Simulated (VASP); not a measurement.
# Hf16H2O in VASP: single point with PBE+D3(BJ)

Aim: the single point of Hf16H2O with PBE+D3(BJ).

Everything below comes from runs of VASP 6.6.1. Logs are shortened: lines on timing, memory, paths and dates and some standing lists are left out, and cuts for length are marked.

**1. The cell of the first run**

The cell holds a slab with vacuum, 19 atoms: a = 7.009 Å, b = 7.009 Å, c = 24.823 Å, α = 90.00°, β = 90.00°, γ = 90.00°.

**2. Single point, PBE+D3(BJ)**

File INCAR:

```
SYSTEM = Hf16H2O
ALGO     = Normal         ! electronic algorithm
DIPOL    = 0.5 0.5 0.459
EDIFF    = 1E-6           ! SCF threshold, eV
ENCUT    = 520            ! plane-wave cutoff, eV
GGA      = PE             ! functional
IDIPOL   = 3            
ISIF     = 2              ! what is computed and relaxed
ISMEAR   = 0              ! smearing method
IVDW     = 12             ! dispersion correction
LASPH    = .True.         ! aspherical terms in the spheres
LCHARG   = .False.        ! write CHGCAR
LDIPOL   = .True.       
LREAL    = Auto         
LWAVE    = .False.        ! write WAVECAR
NBANDS   = 99             ! bands
NELM     = 80             ! most SCF steps
PREC     = Accurate       ! precision mode
SIGMA    = 0.1            ! smearing width, eV
```

File KPOINTS:

```
k-points
0
Gamma
  3 3 1
  0 0 0
```

File POSCAR:

```
Hf16H2O
1.0
    7.0094292686      0.0000000000      0.0000000000
    0.0000000000      7.0094292686      0.0000000000
    0.0000000000      0.0000000000     24.8231719514
Hf O H
16 1 2
Direct
    0.2500000000      0.7500000000      0.3222795224
    0.2500000000      0.2500000000      0.3222795224
    0.7500000000      0.7500000000      0.3222795224
    0.7500000000      0.2500000000      0.3222795224
    0.5000000000      0.5000000000      0.3928731323
    0.5000000000      0.0000000000      0.3928731323
    0.0000000000      0.5000000000      0.3928731323
    0.0000000000      0.0000000000      0.3928731323
    0.7438559534      0.2777430918      0.4670727340
    0.7464344360      0.7224106014      0.4668386422
    0.2556519660      0.2224148944      0.4663823242
    0.2530307636      0.7778414643      0.4662276938
   -0.0201107443      0.0009761993      0.5335189246
    0.0241811681      0.4993726389      0.5312835089
    0.5184536749     -0.0018288383      0.5345763172
    0.4796186897      0.5020388326      0.5374613695
    0.6018975243      0.4885428544      0.6233338307
    0.6886549724      0.3780059470      0.6170384754
    0.6875194157      0.6010927263      0.6214725167
```

Potentials or basis: VASP PAW PBE potentials, release 64 (Hf_pv, O, H).

On the command line:

```bash
$ cat potpaw_PBE.64/Hf_pv/POTCAR potpaw_PBE.64/O/POTCAR potpaw_PBE.64/H/POTCAR > POTCAR
$ mpirun -np 1 vasp_std > vasp.out
```

OUTCAR:

```text
SYSTEM = Hf16H2O
   EDIFF = 1E-6
   ENCUT = 520
   GGA = PE
   ISIF = 2
   ISMEAR = 0
   IVDW = 12
   LASPH = .True.
   LREAL = Auto
   NELM = 80
   PREC = Accurate
 IVDW          = 12

 ion  position               nearest neighbor table
   1  0.250  0.750  0.322-   5 3.04   6 3.04   7 3.04   8 3.04   2 3.50   3 3.50   2 3.50   3 3.50
                            12 3.58
   2  0.250  0.250  0.322-   5 3.04   6 3.04   7 3.04   8 3.04   1 3.50   4 3.50   1 3.50   4 3.50
                            11 3.58
   3  0.750  0.750  0.322-   5 3.04   6 3.04   7 3.04   8 3.04   1 3.50   4 3.50   4 3.50   1 3.50
                            10 3.59
   4  0.750  0.250  0.322-   5 3.04   6 3.04   7 3.04   8 3.04   2 3.50   3 3.50   3 3.50   2 3.50
                             9 3.60
   5  0.500  0.500  0.393-   9 2.96  10 2.96   3 3.04   4 3.04   1 3.04   2 3.04  11 3.17  12 3.18
                             6 3.50   7 3.50   6 3.50   7 3.50  16 3.59
   6  0.500  0.000  0.393-  11 2.95  12 2.96   3 3.04   4 3.04   1 3.04   2 3.04   9 3.18  10 3.18
                             5 3.50   8 3.50   5 3.50   8 3.50  15 3.52
   7  0.000  0.500  0.393-  10 2.99   9 3.01   3 3.04   4 3.04   1 3.04   2 3.04  12 3.20  11 3.21
                            14 3.44   8 3.50   5 3.50   8 3.50   5 3.50
   8  0.000  0.000  0.393-  12 2.98  11 3.00   3 3.04   4 3.04   1 3.04   2 3.04  10 3.21   9 3.23
                            13 3.49   7 3.50   6 3.50   7 3.50   6 3.50
   9  0.744  0.278  0.467-   5 2.96  14 2.97  16 2.99   7 3.01  15 3.02  13 3.04  10 3.12   6 3.18
                             8 3.23  11 3.44   4 3.60  11 3.61
  10  0.746  0.722  0.467-   5 2.96  14 2.97  16 2.99   7 2.99  15 3.02  13 3.04   9 3.12   6 3.18
                             8 3.21  12 3.48  12 3.57   3 3.59
  11  0.256  0.222  0.466-   6 2.95  15 2.95  13 2.99   8 3.00  14 3.00  16 3.07  12 3.12   5 3.17
                             7 3.21   9 3.44   2 3.58   9 3.61
  12  0.253  0.778  0.466-  15 2.95   6 2.96   8 2.98  13 2.98  14 3.00  16 3.06  11 3.12   5 3.18
                             7 3.20  10 3.48  10 3.57   1 3.58
  13  0.980  0.001  0.534-  12 2.98  11 2.99   9 3.04  10 3.04  15 3.23   8 3.49  14 3.51  14 3.53
                            15 3.78
  14  0.024  0.499  0.531-  10 2.97   9 2.97  12 3.00  11 3.00  16 3.20   7 3.44  13 3.51  13 3.53
                            16 3.82
  15  0.518  0.998  0.535-  12 2.95  11 2.95  10 3.02   9 3.02  13 3.23  16 3.49   6 3.52  16 3.54
                            13 3.78
  16  0.480  0.502  0.537-  17 2.30   9 2.99  10 2.99  12 3.06  11 3.07  14 3.20  15 3.49  15 3.54
                             5 3.59  14 3.82
  17  0.602  0.489  0.623-  19 0.99  18 1.00  16 2.30
  18  0.689  0.378  0.617-  17 1.00
  19  0.688  0.601  0.621-  17 0.99

  LATTYP: Found a simple tetragonal cell.
 ALAT       =     7.0094292686
 C/A-ratio  =     3.5413970239

  Lattice vectors:

 A1 = (   7.0094292686,   0.0000000000,   0.0000000000)
 A2 = (   0.0000000000,   7.0094292686,   0.0000000000)
 A3 = (   0.0000000000,   0.0000000000,  24.8231719514)
[... 162 lines left out ...]
  volume/ion in A,a.u.               =      64.19       433.18
  Fermi-wavevector in a.u.,A,eV,Ry     =   0.845481  1.597727  9.725958  0.714838
  Thomas-Fermi vector in A             =   1.960676
   LORBIT       =      0    0 simple, 1 ext, 2 COOP (PROOUT), +10 PAW based schemes
   GGA     = PE    functional components
   LHFCALC =     F    Hartree Fock is set to
   AEXX    =    0.0000 exact exchange contribution
   IVDW    =    12    specifies the selected vdW correction
   LEPSILON=     F    determine dielectric tensor
   LRPA    =     F    only Hartree local field effects (RPA)
 non-spin polarized calculation
 Gauss-broadening in eV      SIGMA  =   0.10
  energy-cutoff  :      520.00
  volume of cell :     1219.61
 maximum number of plane-waves:     32902
 NGX is ok and might be reduce to    54
   NGX = 27   NGY = 27   NGZ = 93

 dipolmoment           0.000000      0.000000      0.488815 electrons x Angstroem

 number of electron     168.0000012 magnetization

 dipolmoment           0.000000      0.000000     -0.007743 electrons x Angstroem

 Free energy of the ion-electron system (eV)
  ---------------------------------------------------
  ext. energy  EPLUGINS =         0.00000000
  ---------------------------------------------------
  free energy    TOTEN  =      -162.04347872 eV

  energy without entropy =     -161.93530411  energy(sigma->0) =     -161.98939142

 E-fermi :  -0.8348     XC(G=0):  -4.3478

 val. band max:       -0.8415378999   @ k =   0.0000   0.0000   0.0000
 cond. band min:      -0.8268768717   @ k =   0.0000   0.0000   0.0000
 fundamental gap:      0.0146610283
 Fermi energy:        -0.8348348854

 k-point     1 :       0.0000    0.0000    0.0000
  band No.  band energies     occupation
      1     -32.0685      2.00000
      2     -32.0512      2.00000
      3     -32.0510      2.00000
      4     -32.0398      2.00000
      5     -32.0330      2.00000
      6     -31.9986      2.00000
[... 484 lines left out ...]
     95       0.0765      0.00000
     96       0.1409      0.00000
 [bands above 96 left out]

------------------------ aborting loop because EDIFF is reached ----------------------------------------

 vacuum level on the upper side and lower side of the slab       (xc-potential included)        -0.161        -0.146

 Edisp (eV)   -4.76494

 E8    (eV) :    -2.6276

  FORCE on cell =-STRESS in cart. coord.  units (eV):
  Direction    XX          YY          ZZ          XY          YZ          ZX
  --------------------------------------------------------------------------------------
  -------------------------------------------------------------------------------------
  Total     -19.04200   -19.72616    -2.90927    -0.15346     0.01961     0.01922
  in kB     -25.01500   -25.91377    -3.82184    -0.20160     0.02577     0.02525
  external pressure =      -18.25 kB  Pullay stress =        0.00 kB

 VOLUME and BASIS-vectors are now :
 -----------------------------------------------------------------------------
  energy-cutoff  :      520.00
  volume of cell :     1219.61
      direct lattice vectors                 reciprocal lattice vectors
     7.009429269  0.000000000  0.000000000     0.142664968  0.000000000  0.000000000
     0.000000000  7.009429269  0.000000000     0.000000000  0.142664968  0.000000000
     0.000000000  0.000000000 24.823171951     0.000000000  0.000000000  0.040284940

 POSITION                                       TOTAL-FORCE (eV/Angst)
 -----------------------------------------------------------------------------------
      1.75236      5.25707      8.00000         0.001480     -0.124298      0.306090
      1.75236      1.75236      8.00000        -0.004809      0.125247      0.309789
      5.25707      5.25707      8.00000        -0.015212      0.114747      0.318218
      5.25707      1.75236      8.00000        -0.010237     -0.115070      0.314160
      3.50471      3.50471      9.75236         0.002313     -0.009475     -0.424535
      3.50471      0.00000      9.75236         0.073704      0.006403     -0.354369
[... 11 lines left out ...]
      4.82708      2.64961     15.31685         0.021574     -0.067199      0.000228
      4.81912      4.21332     15.42692         0.028050      0.071760      0.011260
 -----------------------------------------------------------------------------------
    total drift:                                0.000790     -0.002744      0.007988

  FREE ENERGIE OF THE ION-ELECTRON SYSTEM (eV)
  ---------------------------------------------------
  free  energy   TOTEN  =      -166.8084197184 eV

  energy  without entropy=     -166.7002451041  energy(sigma->0) =     -166.75433241

 vacuum level on the upper side and lower side of the slab         2.420         2.444
```

Wall time 57 min (1 thread of Oxide Virtual Turin-like, shared host); peak memory 1.3 GiB.

Results:

* Free energy: -166.8084 eV
* Largest force: 0.425 eV/Å
* Band gap on the k mesh: zero (bands 84 and 85 overlap by 0.22 eV)
* Dispersion energy per atom: -0.251 eV

Forces in eV/Å, atoms in the order of the input:
```
Hf   0.001 -0.124  0.306
Hf  -0.005  0.125  0.310
Hf  -0.015  0.115  0.318
Hf  -0.010 -0.115  0.314
Hf   0.002 -0.009 -0.425
Hf   0.074  0.006 -0.354
Hf  -0.043 -0.009 -0.142
Hf  -0.009  0.011 -0.238
Hf  -0.003  0.022  0.015
Hf  -0.003 -0.022  0.015
Hf   0.008 -0.019  0.016
Hf   0.003  0.021  0.013
Hf   0.002 -0.001 -0.037
Hf  -0.002  0.003 -0.039
Hf  -0.005  0.002 -0.039
Hf   0.021 -0.008  0.034
O   -0.066 -0.003 -0.078
H    0.022 -0.067  0.000
H    0.028  0.072  0.011
```

Levels at points of the mesh, in eV from the Fermi level:
```
           k point  band 81  band 82  band 83  band 84  band 85  band 86  band 87  band 88
(0.00, 0.00, 0.00)    -0.01     0.01     0.05     0.10     0.10     0.24     0.28     0.35
```

Caveat: spin-orbit coupling is left out, which moves the levels of the heavy elements.
